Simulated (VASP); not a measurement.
# Ti4B (I4/mmm) in VASP: further runs

Ti4B is run at these levels: PBE; tasks: relaxation of cell and atoms, single point.

All numbers are computed with VASP 6.6.1; they aren't measurements. Logs are shortened: lines on timing, memory, paths and dates and some standing lists are left out, and cuts for length are marked.

## 1. The cell of the first run

The structure is tetragonal, space group I4/mmm (No. 139). Conventional cell: a = 6.062 Å, b = 6.062 Å, c = 4.311 Å, α = 90.00°, β = 90.00°, γ = 90.00°. Ti (site symmetry m2m) has 1 B at 1.87 Å and 1 Ti at 2.31 Å within 2.5 Å. B (site symmetry 4/mmm) has 4 Ti at 1.87 Å within 2.5 Å.

The cell was built from a structure type or drawn by symmetry, and may not be a known phase.

## 2. Relaxation of cell and atoms, PBE

The input, INCAR:

```
PREC = Accurate
ENCUT = 600
EDIFF = 1E-6
ISMEAR = 0
SIGMA = 0.1
LREAL = F
LASPH = T
NELM = 100
ALGO = Normal
ISIF = 3
LWAVE = F
LCHARG = F
GGA = PE
IBRION = 2
NSW = 90
EDIFFG = -0.04
```

The input, KPOINTS:

```
Automatic mesh
0
Gamma
  6 6 6
```

The input, POSCAR:

```
Ti4B
1.0
   -3.0309798800      3.0309798800      2.1553345400
    3.0309798800     -3.0309798800      2.1553345400
    3.0309798800      3.0309798800     -2.1553345400
Ti B
4 1
Direct
    0.0000000000      0.6908714700      0.6908714700
    0.0000000000      0.3091285300      0.3091285300
    0.6908714700      0.0000000000      0.6908714700
    0.3091285300      0.0000000000      0.3091285300
    0.0000000000      0.0000000000      0.0000000000
```

Potentials or basis: VASP PAW PBE potentials, release 64 (Ti_sv, B).

On the command line:

```bash
> cat potpaw_PBE.64/Ti_sv/POTCAR potpaw_PBE.64/B/POTCAR > POTCAR
> mpirun -np 1 vasp_std > vasp.out
```

OUTCAR:

```text
PREC = Accurate
   ENCUT = 600
   EDIFF = 1E-6
   ISMEAR = 0
   LREAL = F
   LASPH = T
   NELM = 100
   ISIF = 3
   GGA = PE
   IBRION = 2
   NSW = 90
   EDIFFG = -0.04

 ion  position               nearest neighbor table
   1  0.000  0.691  0.691-   5 1.87   2 2.31   3 2.65   4 2.65   3 2.71   3 2.71   4 2.71   4 2.71

   2  0.000  0.309  0.309-   5 1.87   1 2.31   4 2.65   3 2.65   4 2.71   4 2.71   3 2.71   3 2.71

   3  0.691  0.000  0.691-   5 1.87   4 2.31   2 2.65   1 2.65   1 2.71   1 2.71   2 2.71   2 2.71

   4  0.309  0.000  0.309-   5 1.87   3 2.31   2 2.65   1 2.65   2 2.71   2 2.71   1 2.71   1 2.71

   5  0.000  0.000  0.000-   1 1.87   2 1.87   3 1.87   4 1.87

  LATTYP: Found a body centered tetragonal cell.
 ALAT       =     6.0619597600
 C/A-ratio  =     0.7111015663

  Lattice vectors:

 A1 = (  -3.0309798800,   3.0309798800,   2.1553345400)
 A2 = (   3.0309798800,  -3.0309798800,   2.1553345400)
 A3 = (   3.0309798800,   3.0309798800,  -2.1553345400)

Analysis of symmetry for initial positions (statically):
=====================================================================
 Subroutine PRICEL returns:
 Original cell was already a primitive cell.

 Routine SETGRP: Setting up the symmetry group for a
 body centered tetragonal supercell.

 Subroutine GETGRP returns: Found 16 space group operations
 (whereof 16 operations were pure point group operations)
 out of a pool of 16 trial point group operations.

The static configuration has the point symmetry D_4h.

Analysis of symmetry for dynamics (positions and initial velocities):
=====================================================================
 Subroutine PRICEL returns:
 Original cell was already a primitive cell.

 Routine SETGRP: Setting up the symmetry group for a
 body centered tetragonal supercell.

 Subroutine GETGRP returns: Found 16 space group operations
 (whereof 16 operations were pure point group operations)
 out of a pool of 16 trial point group operations.

The dynamic configuration has the point symmetry D_4h.

 Subroutine INISYM returns: Found 16 space group operations
 (whereof 16 operations are pure point group operations),
 and found     1 'primitive' translations

----------------------------------------------------------------------------------------

                                     Primitive cell

  volume of cell :      79.2028

  direct lattice vectors                    reciprocal lattice vectors
    -3.030979880  3.030979880  2.155334540     0.000000000  0.164963154  0.231982549
     3.030979880 -3.030979880  2.155334540     0.164963154  0.000000000  0.231982549
     3.030979880  3.030979880 -2.155334540     0.164963154  0.164963154  0.000000000

  length of vectors
     4.797827117  4.797827117  4.797827117     0.284655485  0.284655485  0.233293129

  position of ions in fractional coordinates (direct lattice)
     0.000000000  0.690871470  0.690871470
     0.000000000  0.309128530  0.309128530
     0.690871470  0.000000000  0.690871470
     0.309128530  0.000000000  0.309128530
     0.000000000  0.000000000  0.000000000

  ion indices of the primitive-cell ions
   primitive index   ion index
                 1           1
                 2           2
                 3           3
                 4           4
                 5           5

----------------------------------------------------------------------------------------

 KPOINTS: Automatic mesh

Automatic generation of k-mesh.
 Grid dimensions read from file:
 generate k-points for:    6    6    6

 Generating k-lattice:

  Cartesian coordinates                     Fractional coordinates (reciprocal lattice)
     0.000000000  0.027493859  0.038663758     0.166666667  0.000000000  0.000000000
     0.027493859  0.000000000  0.038663758     0.000000000  0.166666667  0.000000000
     0.027493859  0.027493859  0.000000000     0.000000000  0.000000000  0.166666667

  Length of vectors
     0.047442581  0.047442581  0.038882188

  Shift w.r.t. Gamma in fractional coordinates (k-lattice)
     0.000000000  0.000000000  0.000000000

 Subroutine IBZKPT returns following result:
 ===========================================

 Found     30 irreducible k-points:

 Following reciprocal coordinates:
            Coordinates               Weight
  0.000000  0.000000  0.000000      1.000000
  0.166667 -0.000000  0.000000      8.000000
  0.333333  0.000000 -0.000000      8.000000
  0.500000 -0.000000  0.000000      4.000000
  0.166667  0.166667  0.000000      8.000000
  0.333333  0.166667  0.000000     16.000000
[... 16 lines left out ...]
 -0.333333 -0.333333  0.166667      8.000000
 -0.166667 -0.333333  0.166667      8.000000
 [... further k-points ...]
   k-points           NKPTS =     30   k-points in BZ     NKDIM =     30   number of bands    NBANDS=     30
   number of dos      NEDOS =    301   number of ions     NIONS =      5
   total plane-waves  NPLWV =  64000
   dimension x,y,z NGX =    40 NGY =   40 NGZ =   40
   dimension x,y,z NGXF=    80 NGYF=   80 NGZF=   80
   ions per type =               4   1
   NGX,Y,Z   is equivalent  to a cutoff of  13.86, 13.86, 13.86 a.u.
   NGXF,Y,Z  is equivalent  to a cutoff of  27.72, 27.72, 27.72 a.u.
 SYSTEM =  unknown system
   PREC   = accura    normal or accurate (medium, high low for compatibility)
   ISTART =      0    job   : 0-new  1-cont  2-samecut
   ICHARG =      2    charge: 1-file 2-atom 10-const
   ISPIN  =      1    spin polarized calculation?
   LNONCOLLINEAR =      F non collinear calculations
   LSORBIT =      F    spin-orbit coupling
   LASPH  =      T    aspherical Exc in radial PAW
   ENCUT  =  600.0 eV  44.10 Ry    6.64 a.u.   9.58  9.58  9.58*2*pi/ulx,y,z
   NELM   =    100;   NELMIN=  2; NELMDL= -5     # of ELM steps
   EDIFF  = 0.1E-05   stopping-criterion for ELM
   LREAL  =      F    real-space projection
   EDIFFG = -.4E-01   stopping-criterion for IOM
   NSW    =     90    number of steps for IOM
   IBRION =      2    ionic relax: 0-MD 1-quasi-New 2-CG
   NFREE  =      1    steps in history (QN), initial steepest desc. (CG)
   ISIF   =      3    stress and relaxation
   ISYM   =      2    0-nonsym 1-usesym 2-fastsym
   POTIM  = 0.5000    time-step for ionic-motion
   TEBEG  =    0.0;   TEEND  =   0.0 temperature during run
   PSTRESS=    0.0 pullay stress
   NELECT =      51.0000    total number of electrons
   NUPDOWN=      -1.0000    fix difference up-down
   EMIN   =  10.00;   EMAX   =-10.00  energy-range for DOS
   EFERMI =   0.00;   METHOD = LEGACY
   ISMEAR =     0;   SIGMA  =   0.10  broadening in eV -4-tet -1-fermi 0-gaus
   EFERMI_NEDOS =   21; number of points for ismear=-14 and -15
   IALGO  =     38    algorithm
   IMIX   =      4    mixing-type and parameters
     AMIX     =   0.40;   BMIX     =  1.00
     AMIX_MAG =   1.60;   BMIX_MAG =  1.00
  volume/ion in A,a.u.               =      15.84       106.90
  Fermi-wavevector in a.u.,A,eV,Ry     =   1.413681  2.671469 27.191145  1.998493
  Thomas-Fermi vector in A             =   2.535301
   LORBIT       =      0    0 simple, 1 ext, 2 COOP (PROOUT), +10 PAW based schemes
   GGA     = PE    functional components
   LHFCALC =     F    Hartree Fock is set to
   AEXX    =    0.0000 exact exchange contribution
   IVDW    =     0    specifies the selected vdW correction
   LEPSILON=     F    determine dielectric tensor
   LRPA    =     F    only Hartree local field effects (RPA)
 conjugate gradient relaxation of ions
 non-spin polarized calculation
 Gauss-broadening in eV      SIGMA  =   0.10
  energy-cutoff  :      600.00
  volume of cell :       79.20
 maximum number of plane-waves:      2666
 NGX is ok and might be reduce to    40
   NGX = 19   NGY = 19   NGZ = 19

--------------------------------------- Ionic step        1  -------------------------------------------

 number of electron      50.9999997 magnetization

 Free energy of the ion-electron system (eV)
  ---------------------------------------------------
  ext. energy  EPLUGINS =         0.00000000
  ---------------------------------------------------
  free energy    TOTEN  =       -30.58107665 eV

  energy without entropy =      -30.54643645  energy(sigma->0) =      -30.56375655

------------------------ aborting loop because EDIFF is reached ----------------------------------------

  FORCE on cell =-STRESS in cart. coord.  units (eV):
  Direction    XX          YY          ZZ          XY          YZ          ZX
  --------------------------------------------------------------------------------------
  -------------------------------------------------------------------------------------
  Total       21.9374485     21.9374485      6.8594697      0.0000000     -0.0000000      0.0000000
  in kB      443.7679265    443.7679265    138.7587369      0.0000000     -0.0000000      0.0000000
  external PRESSURE =     342.0981966 kB  Pullay stress =       0.0000000 kB
[... 1701 lines left out ...]
     29       5.5878      0.00000
     30       5.7530      0.00000

 [... further k-points ...]

[... ionic steps 4 to 25 ...]

--------------------------------------- Ionic step       26  -------------------------------------------

 number of electron      51.0000010 magnetization

------------------------ aborting loop because EDIFF is reached ----------------------------------------

  FORCE on cell =-STRESS in cart. coord.  units (eV):
  Direction    XX          YY          ZZ          XY          YZ          ZX
  --------------------------------------------------------------------------------------
  -------------------------------------------------------------------------------------
  Total        0.2920937      0.2920937     -1.1179258      0.0000000      0.0000000      0.0000000
  in kB        5.4339939      5.4339939    -20.7974393      0.0000000      0.0000000      0.0000000
  external PRESSURE =      -3.3098172 kB  Pullay stress =       0.0000000 kB
[... 63 lines left out ...]
  energy  without entropy=      -35.7466302739  energy(sigma->0) =      -35.75423244

--------------------------------------- Ionic step       28  -------------------------------------------

 number of electron      50.9999991 magnetization

 Free energy of the ion-electron system (eV)
  ---------------------------------------------------
  ext. energy  EPLUGINS =         0.00000000
  ---------------------------------------------------
  free energy    TOTEN  =       -35.76188208 eV

  energy without entropy =      -35.74699353  energy(sigma->0) =      -35.75443781

 E-fermi :   6.7032     XC(G=0): -10.9368

 val. band max:        6.6869099361   @ k =   0.3333   0.3333  -0.0000
 cond. band min:       6.7262239670   @ k =   0.5000   0.3333   0.0000
 fundamental gap:      0.0393140309
 Fermi energy:         6.7031578393

 k-point     1 :       0.0000    0.0000    0.0000
  band No.  band energies     occupation
      1     -50.0269      2.00000
      2     -49.9521      2.00000
      3     -49.9521      2.00000
      4     -49.8841      2.00000
      5     -26.5448      2.00000
      6     -26.4140      2.00000
[... 815 lines left out ...]
  FREE ENERGIE OF THE ION-ELECTRON SYSTEM (eV)
  ---------------------------------------------------
  free  energy   TOTEN  =       -35.7618820782 eV

  energy  without entropy=      -35.7469935329  energy(sigma->0) =      -35.75443781

 reached required accuracy - stopping structural energy minimisation
```

Run time: 16 min. Hardware: 1 thread of Intel Xeon 6975P-C (Granite Rapids), shared host; peak memory 0.29 GiB.

Results:

```
Free energy                           : -35.7619 eV
Relaxed volume                        : 17.13 Å³/atom
Relaxed cell                          : a = 5.643 Å, b = 5.643 Å, c = 5.643 Å, α = 93.72°, β = 93.72°, γ = 150.47°
Space group after relaxing (to 0.1 Å) : I4/mmm (No. 139)
Energy gained by relaxing             : 1036.2 meV/atom
Ionic steps                           : 28
Pressure after relaxing               : -0.3 GPa
Largest force after relaxing          : 0.020 eV/Å
Band gap on the k mesh                : zero (an odd number of electrons rules out a gap without spin polarisation)
```

Forces on the atoms (eV/Å):
```
Ti   0.020  0.000  0.000
Ti  -0.020  0.000  0.000
Ti   0.000  0.020  0.000
Ti   0.000 -0.020  0.000
B    0.000  0.000  0.000
```

The path:
```tsv
step	energy change (eV)	largest force (eV/Å)	pressure (GPa)	volume (Å³)
1	0.0000	1.7749	34.21	79.20
2	-1.6971	1.2531	-9.09	123.98
3	-2.4918	1.1371	0.84	103.16
4	-2.4913	1.1547	0.50	103.68
5	-2.7010	0.7178	-1.46	106.10
6	-2.8217	0.1055	-3.78	109.34
7	-2.9999	0.1373	-2.53	106.01
8	-3.4319	0.9877	2.50	95.87
9	-2.6347	5.2052	29.22	74.94
10	-3.5046	1.2698	4.23	93.39
11	-3.6176	2.1701	9.56	87.30
12	-3.5911	1.7516	7.15	89.79
13	-3.6352	1.8075	7.35	89.34
14	-3.7631	2.0080	8.00	87.97
15	-3.9495	2.5437	9.94	85.09
16	-3.7918	3.7666	17.51	78.77
17	-3.9752	2.8912	11.39	83.56
18	-4.1861	2.6903	9.81	83.86
19	-4.6771	2.0136	5.59	84.64
20	-4.9417	0.9465	0.28	85.57
21	-4.9587	1.1504	0.96	85.47
22	-4.9963	1.0842	0.78	85.56
23	-5.0875	0.8272	0.23	85.84
24	-5.1535	0.2057	-0.30	86.33
25	-5.1539	0.2563	-0.30	86.29
26	-5.1664	0.1797	-0.33	86.12
27	-5.1808	0.0083	-0.33	85.69
28	-5.1808	0.0197	-0.34	85.66
```

Final structure:
```cif
data_structure
_symmetry_space_group_name_H-M 'P 1'
_symmetry_Int_Tables_number 1
_cell_length_a 5.6434
_cell_length_b 5.6434
_cell_length_c 5.6434
_cell_angle_alpha 93.724
_cell_angle_beta 93.724
_cell_angle_gamma 150.471
_cell_volume 85.66
loop_
_atom_site_label
_atom_site_type_symbol
_atom_site_fract_x
_atom_site_fract_y
_atom_site_fract_z
_atom_site_occupancy
Ti1 Ti 0.00000 0.72124 0.72124 1
Ti2 Ti 0.00000 0.27876 0.27876 1
Ti3 Ti 0.72124 0.00000 0.72124 1
Ti4 Ti 0.27876 0.00000 0.27876 1
B1 B 0.00000 0.00000 0.00000 1
```

Caveat: a cell axis changed by over 15 % at a fixed basis, so the end point is rough.

## 3. Single point, PBE, collinear spin

This run uses another cell than the first one, of 17.15 Å³/atom.

The input, INCAR:

```
  PREC = Accurate
  ENCUT = 520
  EDIFF = 1E-7
  ISMEAR = 0
  SIGMA = 0.1
  LREAL = F
  LASPH = T
  NELM = 150
  ALGO = Normal
  ISIF = 2
  LWAVE = F
  LCHARG = F
  ISPIN = 2
  MAGMOM = 1 1 1 1 0
  LORBIT = 11
  LMAXMIX = 4
  GGA = PE
  NBANDS = 38
```

KPOINTS is that of step 2.

The input, POSCAR:

```
Ti4B
1.0
   -3.8644626617      3.8644626617      1.4350860601
    3.8644626617     -3.8644626617      1.4350860601
    3.8644626617      3.8644626617     -1.4350860601
Ti B
4 1
Direct
    0.0000000000      0.7215200725      0.7215200725
    0.0000000000      0.2784799275      0.2784799275
    0.7215200725      0.0000000000      0.7215200725
    0.2784799275      0.0000000000      0.2784799275
    0.0000000000      0.0000000000      0.0000000000
```

Potentials or basis: VASP PAW PBE potentials, release 64 (Ti_sv, B).

On the command line:

```bash
> cat potpaw_PBE.64/Ti_sv/POTCAR potpaw_PBE.64/B/POTCAR > POTCAR
> mpirun -np 1 vasp_std > vasp.out
```

OUTCAR:

```text
PREC = Accurate
   ENCUT = 520
   EDIFF = 1E-7
   ISMEAR = 0
   LREAL = F
   LASPH = T
   NELM = 150
   ISIF = 2
   ISPIN = 2
   LORBIT = 11
   GGA = PE

 ion  position               nearest neighbor table
   1  0.000  0.722  0.722-   5 2.15   3 2.81   3 2.81   4 2.81   4 2.81
   2  0.000  0.278  0.278-   5 2.15   4 2.81   4 2.81   3 2.81   3 2.81
   3  0.722  0.000  0.722-   5 2.15   1 2.81   1 2.81   2 2.81   2 2.81
   4  0.278  0.000  0.278-   5 2.15   2 2.81   2 2.81   1 2.81   1 2.81
   5  0.000  0.000  0.000-   1 2.15   2 2.15   3 2.15   4 2.15

  LATTYP: Found a body centered tetragonal cell.
 ALAT       =     7.7289253234
 C/A-ratio  =     0.3713546192

  Lattice vectors:

 A1 = (  -3.8644626617,   3.8644626617,   1.4350860601)
 A2 = (   3.8644626617,  -3.8644626617,   1.4350860601)
 A3 = (   3.8644626617,   3.8644626617,  -1.4350860601)

Analysis of symmetry for initial positions (statically):
=====================================================================
 Subroutine PRICEL returns:
 Original cell was already a primitive cell.

[... 2133 lines left out ...]
  -------------------------------------------------------------------------------------
  Total       -0.0669306     -0.0669306     -0.0985415      0.0000000      0.0000000      0.0000000
  in kB       -1.2508900     -1.2508900     -1.8416768      0.0000000      0.0000000      0.0000000
  external PRESSURE =      -1.4478189 kB  Pullay stress =       0.0000000 kB

 VOLUME and BASIS-vectors are now :
 -----------------------------------------------------------------------------
  energy-cutoff  :      520.00
  volume of cell :       85.73
      direct lattice vectors                 reciprocal lattice vectors
    -3.864462662  3.864462662  1.435086060     0.000000000  0.129384094  0.348411161
     3.864462662 -3.864462662  1.435086060     0.129384094  0.000000000  0.348411161
     3.864462662  3.864462662 -1.435086060     0.129384094  0.129384094  0.000000000

 POSITION                                       TOTAL-FORCE (eV/Angst)
 -----------------------------------------------------------------------------------
      5.57657      0.00000      0.00000        -0.010985      0.000000      0.000000
      2.15235      0.00000      0.00000         0.010985      0.000000      0.000000
      0.00000      5.57657      0.00000         0.000000     -0.010985      0.000000
      0.00000      2.15235      0.00000        -0.000000      0.010985      0.000000
      0.00000      0.00000      0.00000         0.000000      0.000000      0.000000
 -----------------------------------------------------------------------------------
    total drift:                               -0.000000     -0.000000      0.000000

  FREE ENERGIE OF THE ION-ELECTRON SYSTEM (eV)
  ---------------------------------------------------
  free  energy   TOTEN  =       -35.8091674412 eV

  energy  without entropy=      -35.7947490894  energy(sigma->0) =      -35.80195827

 total charge

# of ion       s       p       d       tot
------------------------------------------
    1        2.247   6.118   1.898  10.263
    2        2.247   6.118   1.898  10.263
    3        2.247   6.118   1.898  10.263
    4        2.247   6.118   1.898  10.263
    5        0.809   1.015   0.000   1.824
--------------------------------------------------
tot          9.797  25.487   7.593  42.878

 magnetization (x)

# of ion       s       p       d       tot
------------------------------------------
    1        0.000  -0.000  -0.000  -0.000
    2        0.000  -0.000  -0.000  -0.000
    3        0.000  -0.000  -0.000  -0.000
    4        0.000  -0.000  -0.000  -0.000
    5       -0.000   0.000   0.000   0.000
--------------------------------------------------
tot          0.000  -0.000  -0.000  -0.000
```

OSZICAR:

```text
N       E                     dE             d eps       ncg     rms          rms(c)
DAV:   1     0.673758233976E+03    0.67376E+03   -0.25309E+04  4560   0.161E+03
DAV:   2     0.460709285492E+02   -0.62769E+03   -0.60972E+03  4590   0.506E+02
[... 11 lines left out ...]
DAV:  14    -0.358091688497E+02   -0.15606E-06   -0.24591E-05  6812   0.357E-02    0.845E-03
DAV:  15    -0.358091672077E+02    0.16420E-05   -0.28971E-06  7040   0.135E-02    0.368E-03
DAV:  16    -0.358091671049E+02    0.10287E-06   -0.61484E-07  5472   0.567E-03    0.125E-03
DAV:  17    -0.358091673027E+02   -0.19786E-06   -0.69988E-08  3230   0.195E-03    0.488E-04
DAV:  18    -0.358091674317E+02   -0.12899E-06   -0.60466E-08  3242   0.121E-03    0.235E-04
DAV:  19    -0.358091674412E+02   -0.95160E-08   -0.17304E-08  3144   0.883E-04
   1 F= -.35809167E+02 E0= -.35801958E+02  d E =-.144184E-01  mag=     0.0000
```

It took 2.9 min on 1 thread of Intel Xeon 6975P-C (Granite Rapids), shared host; peak memory 0.39 GiB.

What came out:

* Free energy: -35.8092 eV
* Pressure: -0.1 GPa
* Largest force: 0.011 eV/Å
* Net moment: 0.00 μB per cell
* Valence electrons inside the program's atomic spheres: Ti 10.26; B 1.82

Forces in eV/Å, atoms in the order of the input:
```
Ti  -0.011  0.000  0.000
Ti   0.011  0.000  0.000
Ti   0.000 -0.011  0.000
Ti   0.000  0.011  0.000
B    0.000  0.000  0.000
```

Caveat: the k points lie up to 0.39 Å⁻¹ apart.
